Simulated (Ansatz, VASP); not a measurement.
## Ti: VASP beside Ansatz

INCAR

```
SYSTEM = Ti
  PREC = Accurate
  ENCUT = 520
  EDIFF = 1E-6
  ISMEAR = -1
  SIGMA = 0.05
  LREAL = .FALSE.
  LASPH = .TRUE.
  NELM = 60
  ALGO = Normal
  ISIF = 2
  LWAVE = .FALSE.
  LCHARG = .FALSE.
  GGA = PE
  NBANDS = 12
```

File KPOINTS:

```
Automatic mesh
0
G
  14 14 14
  0 0 0
```

File POSCAR:

```
Ti
1.0
    0.0000000000      2.0199254961      2.0503000000
    2.0199254961      0.0000000000      2.0503000000
    2.0199254961      2.0199254961      0.0000000000
Ti
1
Direct
    0.0000000000      0.0000000000      0.0000000000
```

Input for Ansatz:

```yaml
crystal:
  lattice:
    - [0.0, 2.0199254961, 2.0503]
    - [2.0199254961, 0.0, 2.0503]
    - [2.0199254961, 2.0199254961, 0.0]
  atoms:
    - { symbol: Ti, position: [0.0, 0.0, 0.0] }
kpoints:
  mp_grid: { grid: [14, 14, 14] }
scf:
  occupations: { method: fermi_dirac, width: 0.05 }
hamiltonian:
  xc: pbe
  pseudopotentials: { kind: all_electron, lapw: { basis_error: 0.00025 } }
output:
  forces: true
  stress: true
  eigenvalues: true
```

Change from the starting cell: z stretched by +1 % at fixed volume.

Alike in both runs: task single point; functional PBE; k mesh 14 × 14 × 14; occupations fermi-dirac, width 0.05 eV; no spin polarisation.

```csv
,VASP,Ansatz
version,VASP 6.6.1,Ansatz 0.2.0
potentials or method,"VASP PAW PBE potentials, release 64 (Ti_sv), cutoff 520 eV","all-electron LAPW, scalar-relativistic"
```

```tsv
	VASP	Ansatz	Ansatz less VASP
pressure (GPa)	4.1	4.4	+0.31
traceless stress, the component that is largest in VASP (GPa)	-0.27	-0.26	+0.003
```

Ansatz ran all-electron here, and VASP with PAW potentials.
